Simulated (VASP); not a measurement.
Set up this calculation in VASP 6.6.1, as the native input.

```
Task                   : relaxation of cell and atoms
Functional             : PBE
Potentials or basis    : VASP PAW PBE potentials, release 64 (Cs_sv, Ti_sv)
Cutoff                 : 500 eV
k mesh                 : 8 × 8 × 8
Occupations            : gaussian, width 0.1 eV
Spin                   : no spin polarisation
Dipole correction      : no
Further INCAR settings : ALGO = Normal; EDIFF = 1e-07; IBRION = 2; EDIFFG = -0.01; NSW = 100; ISIF = 3
```

The structure of Cs3Ti lies in POSCAR:

```
Cs3Ti
1.0
    6.4591834480      0.0000000000      0.0000000000
    0.0000000000      6.4591834480      0.0000000000
    0.0000000000      0.0000000000      6.4591834480
Cs Ti
3 1
Direct
    0.0000000000      0.5000000000      0.5000000000
    0.5000000000      0.0000000000      0.5000000000
    0.5000000000      0.5000000000      0.0000000000
    0.0000000000      0.0000000000      0.0000000000
```

One way to write it, as run:

INCAR

```
PREC = Accurate ; ENCUT = 500
EDIFF = 1E-7 ; ISMEAR = 0
SIGMA = 0.1 ; LREAL = False
LASPH = True ; NELM = 120
ALGO = Normal ; ISIF = 3
LWAVE = False ; LCHARG = False
GGA = PE ; IBRION = 2
NSW = 100 ; EDIFFG = -0.01
GGA_COMPAT = False ; NELMIN = 4
```

KPOINTS

```
regular mesh
0
Gamma
  8 8 8
```

Potentials or basis: VASP PAW PBE potentials, release 64 (Cs_sv, Ti_sv).

Run with:

```sh
$ cat potpaw_PBE.64/Cs_sv/POTCAR potpaw_PBE.64/Ti_sv/POTCAR > POTCAR
$ mpirun -np 1 vasp_std > vasp.out
```

Results of the run:

| Property | Result |
| --- | --- |
| Pressure after relaxing | 0.0 GPa |
| Band gap on the k mesh | zero (an odd number of electrons rules out a gap without spin polarisation) |

Caveat: the relaxation stopped at its first step, so nothing moved; spin-orbit coupling is left out, which moves the levels of the heavy elements.

It took 5.3 min on 1 thread of Intel(R) Xeon(R) Platinum 8259CL CPU @ 2.50GHz (Skylake/Cascade Lake), on a shared host, peak memory 0.43 GiB.
